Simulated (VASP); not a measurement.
Input of a VASP 6.6.1 run:

The input INCAR:

```
SYSTEM = Zn
  PREC = Accurate
  ENCUT = 520
  EDIFF = 1E-7
  ISMEAR = -1
  SIGMA = 0.05
  LREAL = .False.
  LASPH = .True.
  NELM = 80
  ALGO = Normal
  ISIF = 2
  LWAVE = .False.
  LCHARG = .True.
  GGA = RE
  IVDW = 13
  LELF = .True.
  LVHAR = .True.
  NBANDS = 12
```

File KPOINTS:

```
regular mesh
0
Gamma
  12 12 12
  0 0 0
```

The input POSCAR:

```
Zn
1.0
   -1.5377294268      1.5377294268      1.5377294268
    1.5377294268     -1.5377294268      1.5377294268
    1.5377294268      1.5377294268     -1.5377294268
Zn
1
Direct
    0.0000000000      0.0000000000      0.0000000000
```

Potentials or basis: VASP PAW PBE potentials, release 64 (Zn).

The run is started by

```console
$ cat potpaw_PBE.64/Zn/POTCAR > POTCAR
$ mpirun -np 1 vasp_std > vasp.out
```

**Question.** Estimate the pressure.

**Answer.** 0.4 GPa.

**Question.** What does it give for the dispersion energy per atom?

**Answer.** -0.585 eV.

**Question.** What does it give for the band gap on the k mesh?

**Answer.** Zero (band 6 reaches 7.95 eV, above the bottom of band 7 at 2.78 eV).

Caveat: the PAW data sets were made with another functional, which shifts forces and pressure a little; pairwise dispersion overbinds metals, which lowers pressure and volume.
